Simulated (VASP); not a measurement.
# Co in VASP: notebook

The runs below take Co through single point, with PBEsol.

All numbers are computed with VASP 6.6.1; they aren't measurements. Logs are shortened: lines on timing, memory, paths and dates and some standing lists are left out, and cuts for length are marked.

### 1 The cell of the first run

The cell holds a slab with vacuum, 5 atoms: a = 2.456 Å, b = 2.456 Å, c = 23.944 Å, α = 90.00°, β = 90.00°, γ = 120.00°.

### 2 Single point, PBEsol, collinear spin, ferromagnetic start

Contents of INCAR:

```
PREC = Accurate
ENCUT = 520
EDIFF = 1E-7
ISMEAR = -1
SIGMA = 0.1
LREAL = False
LASPH = True
NELM = 150
ALGO = Normal
ISIF = 2
LWAVE = False
LCHARG = False
ISPIN = 2
MAGMOM = 1.7 1.7 1.7 1.7 1.7
LORBIT = 11
LMAXMIX = 4
LDIPOL = True
IDIPOL = 3
DIPOL = 0.5 0.5 0.500
GGA = PS
NBANDS = 34
KPAR = 2
```

Contents of KPOINTS:

```
regular mesh
0
Gamma
  19 19 1
```

Contents of POSCAR:

```
Co
1.0
    2.4563951624      0.0000000000      0.0000000000
   -1.2281975812      2.1273006124      0.0000000000
    0.0000000000      0.0000000000     23.9442000000
Co
5
Direct
    0.0000000000      0.0000000000      0.3341105795
    0.3333333340      0.6666666660      0.4170552899
    0.0000000000      0.0000000000      0.4999999998
    0.3333333340      0.6666666660      0.5829447101
    0.0000000000      0.0000000000      0.6658894205
```

Potentials or basis: VASP PAW PBE potentials, release 64 (Co).

On the command line:

```sh
> cat potpaw_PBE.64/Co/POTCAR > POTCAR
> mpirun -np 2 vasp_std > vasp.out
```

OUTCAR:

```text
PREC = Accurate
   ENCUT = 520
   EDIFF = 1E-7
   ISMEAR = -1
   LREAL = False
   LASPH = True
   NELM = 150
   ISIF = 2
   ISPIN = 2
   LORBIT = 11
   GGA = PS

 ion  position               nearest neighbor table
   1  0.000  0.000  0.334-   2 2.44   2 2.44   2 2.44
   2  0.333  0.667  0.417-   3 2.44   3 2.44   3 2.44   1 2.44   1 2.44   1 2.44
   3  0.000  0.000  0.500-   2 2.44   2 2.44   2 2.44   4 2.44   4 2.44   4 2.44
   4  0.333  0.667  0.583-   3 2.44   3 2.44   5 2.44   5 2.44   3 2.44   5 2.44
   5  0.000  0.000  0.666-   4 2.44   4 2.44   4 2.44

  LATTYP: Found a hexagonal cell.
 ALAT       =     2.4563951624
 C/A-ratio  =     9.7476987280

  Lattice vectors:

 A1 = (   2.4563951624,   0.0000000000,   0.0000000000)
 A2 = (  -1.2281975812,   2.1273006124,   0.0000000000)
 A3 = (   0.0000000000,   0.0000000000,  23.9442000000)

Analysis of symmetry for initial positions (statically):
=====================================================================
 Subroutine PRICEL returns:
 Original cell was already a primitive cell.

 Routine SETGRP: Setting up the symmetry group for a
 hexagonal supercell.

 Subroutine GETGRP returns: Found 12 space group operations
 (whereof 12 operations were pure point group operations)
 out of a pool of 24 trial point group operations.

The static configuration has the point symmetry D_3h.

Analysis of symmetry for dynamics (positions and initial velocities):
=====================================================================
 Subroutine PRICEL returns:
 Original cell was already a primitive cell.

 Routine SETGRP: Setting up the symmetry group for a
 hexagonal supercell.

 Subroutine GETGRP returns: Found 12 space group operations
 (whereof 12 operations were pure point group operations)
 out of a pool of 24 trial point group operations.

The dynamic configuration has the point symmetry D_3h.

Analysis of structural, dynamic, and magnetic symmetry:
=====================================================================
 Subroutine PRICEL returns:
 Original cell was already a primitive cell.

 Routine SETGRP: Setting up the symmetry group for a
 hexagonal supercell.

 Subroutine GETGRP returns: Found 12 space group operations
 (whereof 12 operations were pure point group operations)
 out of a pool of 24 trial point group operations.

The overall configuration has the point symmetry D_3h.

 Subroutine INISYM returns: Found 12 space group operations
 (whereof 12 operations are pure point group operations),
 and found     1 'primitive' translations

----------------------------------------------------------------------------------------

                                     Primitive cell

  volume of cell :     125.1202

  direct lattice vectors                    reciprocal lattice vectors
     2.456395162  0.000000000  0.000000000     0.407100623  0.235039654  0.000000000
    -1.228197581  2.127300612  0.000000000     0.000000000  0.470079308  0.000000000
     0.000000000  0.000000000 23.944200000     0.000000000  0.000000000  0.041763767

  length of vectors
     2.456395162  2.456395162 23.944200000     0.470079308  0.470079308  0.041763767

  position of ions in fractional coordinates (direct lattice)
     0.000000000  0.000000000  0.334110579
     0.333333334  0.666666666  0.417055290
     0.000000000  0.000000000  0.500000000
     0.333333334  0.666666666  0.582944710
     0.000000000  0.000000000  0.665889421

  ion indices of the primitive-cell ions
   primitive index   ion index
                 1           1
                 2           2
                 3           3
                 4           4
                 5           5

----------------------------------------------------------------------------------------

 KPOINTS: regular mesh

Automatic generation of k-mesh.
[... 23 lines left out ...]
  0.000000  0.000000  0.000000      1.000000
  0.052632  0.000000  0.000000      6.000000
  0.105263  0.000000  0.000000      6.000000
  0.157895  0.000000  0.000000      6.000000
  0.210526  0.000000  0.000000      6.000000
  0.263158  0.000000  0.000000      6.000000
[... 16 lines left out ...]
  0.263158  0.105263  0.000000     12.000000
  0.315789  0.105263  0.000000     12.000000
 [... further k-points ...]
   k-points           NKPTS =     40   k-points in BZ     NKDIM =     40   number of bands    NBANDS=     34
   number of dos      NEDOS =    301   number of ions     NIONS =      5
   total plane-waves  NPLWV =  58320
   dimension x,y,z NGX =    18 NGY =   18 NGZ =  180
   dimension x,y,z NGXF=    36 NGYF=   36 NGZF=  360
   ions per type =               5
   NGX,Y,Z   is equivalent  to a cutoff of  12.18, 12.18, 12.50 a.u.
   NGXF,Y,Z  is equivalent  to a cutoff of  24.36, 24.36, 25.00 a.u.
 SYSTEM =  unknown system
   PREC   = accura    normal or accurate (medium, high low for compatibility)
   ISTART =      0    job   : 0-new  1-cont  2-samecut
   ICHARG =      2    charge: 1-file 2-atom 10-const
   ISPIN  =      2    spin polarized calculation?
   LNONCOLLINEAR =      F non collinear calculations
   LSORBIT =      F    spin-orbit coupling
   LASPH  =      T    aspherical Exc in radial PAW
   ENCUT  =  520.0 eV  38.22 Ry    6.18 a.u.   4.57  4.57 44.52*2*pi/ulx,y,z
   NELM   =    150;   NELMIN=  2; NELMDL= -5     # of ELM steps
   EDIFF  = 0.1E-06   stopping-criterion for ELM
   LREAL  =      F    real-space projection
   EDIFFG = 0.1E-05   stopping-criterion for IOM
   NSW    =      0    number of steps for IOM
   IBRION =     -1    ionic relax: 0-MD 1-quasi-New 2-CG
   NFREE  =      0    steps in history (QN), initial steepest desc. (CG)
   ISIF   =      2    stress and relaxation
   ISYM   =      2    0-nonsym 1-usesym 2-fastsym
   POTIM  = 0.5000    time-step for ionic-motion
   TEBEG  =    0.0;   TEEND  =   0.0 temperature during run
   PSTRESS=    0.0 pullay stress
   NELECT =      45.0000    total number of electrons
   NUPDOWN=      -1.0000    fix difference up-down
   EMIN   =  10.00;   EMAX   =-10.00  energy-range for DOS
   EFERMI =   0.00;   METHOD = LEGACY
   ISMEAR =    -1;   SIGMA  =   0.10  broadening in eV -4-tet -1-fermi 0-gaus
   EFERMI_NEDOS =   21; number of points for ismear=-14 and -15
   IALGO  =     38    algorithm
   IMIX   =      4    mixing-type and parameters
     AMIX     =   0.40;   BMIX     =  1.00
     AMIX_MAG =   1.60;   BMIX_MAG =  1.00
  volume/ion in A,a.u.               =      25.02       168.87
  Fermi-wavevector in a.u.,A,eV,Ry     =   1.164224  2.200064 18.441573  1.355417
  Thomas-Fermi vector in A             =   2.300764
   LORBIT       =     11    0 simple, 1 ext, 2 COOP (PROOUT), +10 PAW based schemes
   GGA     = PS    functional components
   LHFCALC =     F    Hartree Fock is set to
   AEXX    =    0.0000 exact exchange contribution
   IVDW    =     0    specifies the selected vdW correction
   LEPSILON=     F    determine dielectric tensor
   LRPA    =     F    only Hartree local field effects (RPA)
 spin polarized calculation
  energy-cutoff  :      520.00
  volume of cell :      125.12
 maximum number of plane-waves:      3419
   NGX =  9   NGY =  9   NGZ = 89

 number of electron      44.9999954 magnetization       8.1199972

 dipolmoment           0.000000      0.000000      0.000000 electrons x Angstroem

 Free energy of the ion-electron system (eV)
  ---------------------------------------------------
  ext. energy  EPLUGINS =         0.00000000
  ---------------------------------------------------
  free energy    TOTEN  =       -37.08458760 eV

  energy without entropy =      -36.90965747  energy(sigma->0) =      -36.99712253

 E-fermi :   1.5368     XC(G=0):  -6.5649

 val. band max:        1.5284903665   @ k =   0.2105   0.1579   0.0000
 cond. band min:       1.5394904416   @ k =   0.3158   0.0526   0.0000
 fundamental gap:      0.0110000751
 Fermi energy:         1.5368214228

 spin component 1

 k-point     1 :       0.0000    0.0000    0.0000
  band No.  band energies     occupation
      1      -7.3984      1.00000
      2      -6.4421      1.00000
      3      -5.1009      1.00000
      4      -4.0918      1.00000
      5      -3.8420      1.00000
      6      -1.3928      1.00000
[... 877 lines left out ...]
     33      10.8804      0.00000
     34      11.0704      0.00000

 [... further k-points ...]

 spin component 2

 k-point     1 :       0.0000    0.0000    0.0000
  band No.  band energies     occupation
      1      -7.3239      1.00000
      2      -6.3498      1.00000
      3      -4.9256      1.00000
      4      -3.5807      1.00000
      5      -2.9911      1.00000
      6       0.0195      1.00000
[... 877 lines left out ...]
     33      11.2760      0.00000
     34      11.4143      0.00000

 [... further k-points ...]

------------------------ aborting loop because EDIFF is reached ----------------------------------------

 vacuum level on the upper side and lower side of the slab       (xc-potential included)         0.003         0.003

  FORCE on cell =-STRESS in cart. coord.  units (eV):
  Direction    XX          YY          ZZ          XY          YZ          ZX
  --------------------------------------------------------------------------------------
  -------------------------------------------------------------------------------------
  Total       -2.2604666     -2.2604666     -1.3429024      0.0000000      0.0000000     -0.0000000
  in kB      -28.9455127    -28.9455127    -17.1960067      0.0000000      0.0000000     -0.0000000
  external PRESSURE =     -25.0290107 kB  Pullay stress =       0.0000000 kB

 VOLUME and BASIS-vectors are now :
 -----------------------------------------------------------------------------
  energy-cutoff  :      520.00
  volume of cell :      125.12
      direct lattice vectors                 reciprocal lattice vectors
     2.456395162  0.000000000  0.000000000     0.407100623  0.235039654  0.000000000
    -1.228197581  2.127300612  0.000000000     0.000000000  0.470079308  0.000000000
     0.000000000  0.000000000 23.944200000     0.000000000  0.000000000  0.041763767

 POSITION                                       TOTAL-FORCE (eV/Angst)
 -----------------------------------------------------------------------------------
      0.00000      0.00000      8.00001        -0.000000      0.000000      0.349870
      0.00000      1.41820      9.98606         0.000000      0.000000     -0.359920
      0.00000      0.00000     11.97210         0.000000      0.000000      0.000000
      0.00000      1.41820     13.95814        -0.000000     -0.000000      0.359920
      0.00000      0.00000     15.94419        -0.000000     -0.000000     -0.349870
 -----------------------------------------------------------------------------------
    total drift:                                0.000000     -0.000000      0.000003

  FREE ENERGIE OF THE ION-ELECTRON SYSTEM (eV)
  ---------------------------------------------------
  free  energy   TOTEN  =       -37.0845875982 eV

  energy  without entropy=      -36.9096574687  energy(sigma->0) =      -36.99712253

 vacuum level on the upper side and lower side of the slab         6.681         6.681

 total charge

# of ion       s       p       d       tot
------------------------------------------
    1        0.495   0.432   7.245   8.173
    2        0.505   0.562   7.289   8.356
    3        0.508   0.563   7.295   8.365
    4        0.505   0.562   7.289   8.356
    5        0.495   0.432   7.245   8.173
--------------------------------------------------
tot          2.508   2.551  36.364  41.423

 magnetization (x)

# of ion       s       p       d       tot
------------------------------------------
    1       -0.011  -0.038   1.748   1.699
    2       -0.016  -0.050   1.674   1.607
    3       -0.014  -0.050   1.612   1.548
    4       -0.016  -0.050   1.674   1.607
    5       -0.011  -0.038   1.748   1.699
--------------------------------------------------
tot         -0.067  -0.227   8.454   8.161
```

Wall time 4.1 min (2 MPI ranks of Intel Xeon 6975P-C (Granite Rapids), shared host); peak memory 0.41 GiB.

What came out:

* Free energy: -37.0846 eV
* Largest force: 0.360 eV/Å
* Net moment: 8.12 μB per cell
* Site moments: Co +1.70, +1.61, +1.55 (each value once) μB
* Valence electrons inside the program's atomic spheres: Co 8.17, 8.36, 8.37 (each value once)

Forces on the atoms (eV/Å):
```
Co   0.000  0.000  0.350
Co   0.000  0.000 -0.360
Co   0.000  0.000  0.000
Co   0.000  0.000  0.360
Co   0.000  0.000 -0.350
```

Levels at points of the mesh, in eV from the Fermi level:
Spin up:
| k point | band 25 | band 26 | band 27 | band 28 | band 29 | band 30 |
| --- | --- | --- | --- | --- | --- | --- |
| (0.00, 0.00, 0.00) | -1.08 | -0.89 | -0.89 | -0.78 | -0.78 | -0.62 |
Spin down:
```tsv
k point	band 16	band 17	band 18	band 19	band 20	band 21
(0.00, 0.00, 0.00)	-0.78	-0.78	-0.69	-0.69	-0.25	-0.01
```

Caveat: the PAW data sets were made with another functional, which shifts forces and pressure a little.

### 3 Single point, PBEsol, collinear spin, ferromagnetic start

Contents of INCAR:

```
SYSTEM = Co
PREC = Accurate ; ENCUT = 520
EDIFF = 1E-6 ; ISMEAR = -1
SIGMA = 0.1 ; LREAL = .FALSE.
LASPH = .TRUE. ; NELM = 150
ALGO = Normal ; ISIF = 2
LWAVE = .FALSE. ; LCHARG = .FALSE.
ISPIN = 2 ; MAGMOM = 1.7 1.7 1.7 1.7 1.7
LORBIT = 11 ; LMAXMIX = 4
LDIPOL = .TRUE. ; IDIPOL = 3
DIPOL = 0.5 0.5 0.500 ; GGA = PS
NBANDS = 34 ; KPAR = 2
```

Contents of KPOINTS:

```
Automatic mesh
0
G
  19 19 1
  0 0 0
```

POSCAR is that of step 2.

Potentials or basis: VASP PAW PBE potentials, release 64 (Co).

On the command line:

```sh
> cat potpaw_PBE.64/Co/POTCAR > POTCAR
> mpirun -np 2 vasp_std > vasp.out
```

OUTCAR:

```text
SYSTEM = Co
   PREC = Accurate
   ENCUT = 520
   EDIFF = 1E-6
   ISMEAR = -1
   LREAL = .FALSE.
   LASPH = .TRUE.
   NELM = 150
   ISIF = 2
   ISPIN = 2
   LORBIT = 11
   GGA = PS

 ion  position               nearest neighbor table
   1  0.000  0.000  0.334-   2 2.44   2 2.44   2 2.44
   2  0.333  0.667  0.417-   3 2.44   3 2.44   3 2.44   1 2.44   1 2.44   1 2.44
   3  0.000  0.000  0.500-   2 2.44   2 2.44   2 2.44   4 2.44   4 2.44   4 2.44
   4  0.333  0.667  0.583-   3 2.44   3 2.44   5 2.44   5 2.44   3 2.44   5 2.44
   5  0.000  0.000  0.666-   4 2.44   4 2.44   4 2.44

  LATTYP: Found a hexagonal cell.
 ALAT       =     2.4563951624
 C/A-ratio  =     9.7476987280

[... 2014 lines left out ...]
 -----------------------------------------------------------------------------------
      0.00000      0.00000      8.00001        -0.000000      0.000000      0.349888
      0.00000      1.41820      9.98606        -0.000000     -0.000000     -0.359881
      0.00000      0.00000     11.97210         0.000000     -0.000000     -0.000000
      0.00000      1.41820     13.95814        -0.000000     -0.000000      0.359881
      0.00000      0.00000     15.94419         0.000000      0.000000     -0.349888
 -----------------------------------------------------------------------------------
    total drift:                                0.000000     -0.000000      0.000003

  FREE ENERGIE OF THE ION-ELECTRON SYSTEM (eV)
  ---------------------------------------------------
  free  energy   TOTEN  =       -37.0845875386 eV

  energy  without entropy=      -36.9096580023  energy(sigma->0) =      -36.99712277

 vacuum level on the upper side and lower side of the slab         6.681         6.681

 total charge

# of ion       s       p       d       tot
------------------------------------------
    1        0.495   0.432   7.245   8.173
    2        0.505   0.562   7.289   8.356
    3        0.508   0.563   7.295   8.365
    4        0.505   0.562   7.289   8.356
    5        0.495   0.432   7.245   8.173
--------------------------------------------------
tot          2.508   2.551  36.364  41.423

 magnetization (x)

# of ion       s       p       d       tot
------------------------------------------
    1       -0.011  -0.038   1.748   1.699
    2       -0.016  -0.050   1.674   1.607
    3       -0.014  -0.050   1.612   1.548
    4       -0.016  -0.050   1.674   1.607
    5       -0.011  -0.038   1.748   1.699
--------------------------------------------------
tot         -0.067  -0.227   8.455   8.161
```

OSZICAR:

```text
N       E                     dE             d eps       ncg     rms          rms(c)
DAV:   1     0.334726010545E+03    0.33473E+03   -0.19892E+04  5440   0.144E+03
DAV:   2    -0.197700149460E+02   -0.35450E+03   -0.33285E+03  5444   0.314E+02
DAV:   3    -0.428660535100E+02   -0.23096E+02   -0.21657E+02  5802   0.118E+02
[... 32 lines left out ...]
DAV:  36    -0.370845647881E+02   -0.73827E-04   -0.15338E-06  3966   0.873E-03    0.512E-03
DAV:  37    -0.370845807287E+02   -0.15941E-04   -0.30062E-07  3860   0.613E-03    0.343E-03
DAV:  38    -0.370845858939E+02   -0.51652E-05   -0.12507E-07  3780   0.293E-03    0.221E-03
DAV:  39    -0.370845872880E+02   -0.13940E-05   -0.44657E-08  3642   0.164E-03    0.124E-03
DAV:  40    -0.370845875386E+02   -0.25061E-06   -0.16135E-08  3536   0.121E-03
   1 F= -.37084588E+02 E0= -.36997123E+02  d E =-.174930E+00  mag=     8.1200
```

Run time: 3.6 min. Hardware: 2 MPI ranks of Intel Xeon 6975P-C (Granite Rapids), shared host; peak memory 0.41 GiB.

Results:

```
Free energy                                           : -37.0846 eV
Largest force                                         : 0.360 eV/Å
Net moment                                            : 8.12 μB per cell
Site moments                                          : Co +1.70, +1.61, +1.55 (each value once) μB
Valence electrons inside the program's atomic spheres : Co 8.17, 8.36, 8.37 (each value once)
```

Forces in eV/Å, atoms in the order of the input:
```
Co   0.000  0.000  0.350
Co   0.000  0.000 -0.360
Co   0.000  0.000  0.000
Co   0.000  0.000  0.360
Co   0.000  0.000 -0.350
```

Caveat: the PAW data sets were made with another functional, which shifts forces and pressure a little.
